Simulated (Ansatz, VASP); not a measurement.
**LiH in VASP and in Ansatz**

```
Li H
1.0
     0.00000    1.93913    1.93913
     1.93913    0.00000    1.93913
     1.93913    1.93913    0.00000
Li H
1 1
Direct
  0.00000 0.00000 0.00000
  0.50000 0.50000 0.50000
```

Alike in both runs: functional PBE; dispersion D3(BJ); k mesh 10 × 10 × 10; occupations gaussian, width 0.02 eV; no spin polarisation.

Ansatz relaxed the structure, and its values are those at the end. VASP's run is a single point on that final structure, the one shown.

|  | VASP | Ansatz |
| --- | --- | --- |
| version | VASP 6.6.1 | Ansatz 0.2.0 |
| potentials or method | VASP PAW PBE potentials, release 64 (Li_sv, H), cutoff 750 eV | scalar-relativistic, plane waves, PAW |
| valence electrons in the cell | 4 | 4 |

VASP gave:

```
gap on the k mesh at the Fermi level (eV) : 2.90
least direct gap on the mesh (eV)         : 2.90
pressure (GPa)                            : -0.2
```

Which values does Ansatz return?

gap on the k mesh at the Fermi level (eV): 2.90; least direct gap on the mesh (eV): 2.90; pressure (GPa): 0.0.
